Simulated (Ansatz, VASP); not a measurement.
CaO: VASP beside Ansatz

Contents of INCAR:

```
SYSTEM = CaO
PREC = Accurate ; ENCUT = 600
EDIFF = 1E-7 ; ISMEAR = 0
SIGMA = 0.02 ; LREAL = .False.
LASPH = .True. ; NELM = 120
ALGO = Normal ; ISIF = 3
LWAVE = .False. ; LCHARG = .False.
GGA = CA ; IBRION = 2
NSW = 100 ; EDIFFG = -0.002
GGA_COMPAT = .False. ; NELMIN = 4
```

KPOINTS

```
Automatic mesh
0
Gamma
  8 8 8
  0 0 0
```

The input POSCAR:

```
CaO
1.0
    0.0000000000      2.3557358149      2.3557358149
    2.3557358149      0.0000000000      2.3557358149
    2.3557358149      2.3557358149      0.0000000000
Ca O
1 1
Direct
    0.0000000000      0.0000000000      0.0000000000
    0.5000000000      0.5000000000      0.5000000000
```

Input for Ansatz:

```yaml
crystal:
  lattice:
    - [0.0, 2.3557358126, 2.3557358126]
    - [2.3557358126, 0.0, 2.3557358126]
    - [2.3557358126, 2.3557358126, 0.0]
  atoms:
    - { symbol: Ca, position: [0.0, 0.0, 0.0] }
    - { symbol: O, position: [0.5, 0.5, 0.5] }
basis:
  ecutwfc: 420
kpoints:
  mp_grid: { grid: [8, 8, 8] }
hamiltonian:
  xc: lda
  pseudopotentials: { kind: paw, azcp: { folder: soft_1 } }
scf:
  occupations: { method: gaussian, width: 0.02 }
output:
  forces: true
  stress: true
  eigenvalues: true
relax:
  adjacent_minimum: "off"
  f_tol: 0.002
  max_steps: 80
  cell: { stress_tol: 0.02 }
```

Alike in both runs: task relaxation of cell and atoms; functional LDA; k mesh 8 × 8 × 8; occupations gaussian, width 0.02 eV; no spin polarisation.

```csv
,VASP,Ansatz
version,VASP 6.6.1,Ansatz 0.2.0
potentials or method,"VASP PAW LDA potentials, release 64 (Ca_sv, O), cutoff 600 eV","scalar-relativistic, plane waves, PAW"
valence electrons in the cell,16,16
```

VASP gave:

* gap on the k mesh at the Fermi level, each at its own relaxed structure (eV): 3.43
* relaxed volume (Å³/atom): 13.13
* relaxed cell length with the largest relative difference (Å): 3.336

Q: Which values does Ansatz return?

A: gap on the k mesh at the Fermi level, each at its own relaxed structure (eV): 3.45; relaxed volume (Å³/atom): 13.04; relaxed cell length with the largest relative difference (Å): 3.329.

Ansatz warns that its potentials were made for another functional, while VASP's fit it. LDA's correlation is that of Perdew and Zunger in VASP and of Perdew and Wang (1992) in Ansatz.
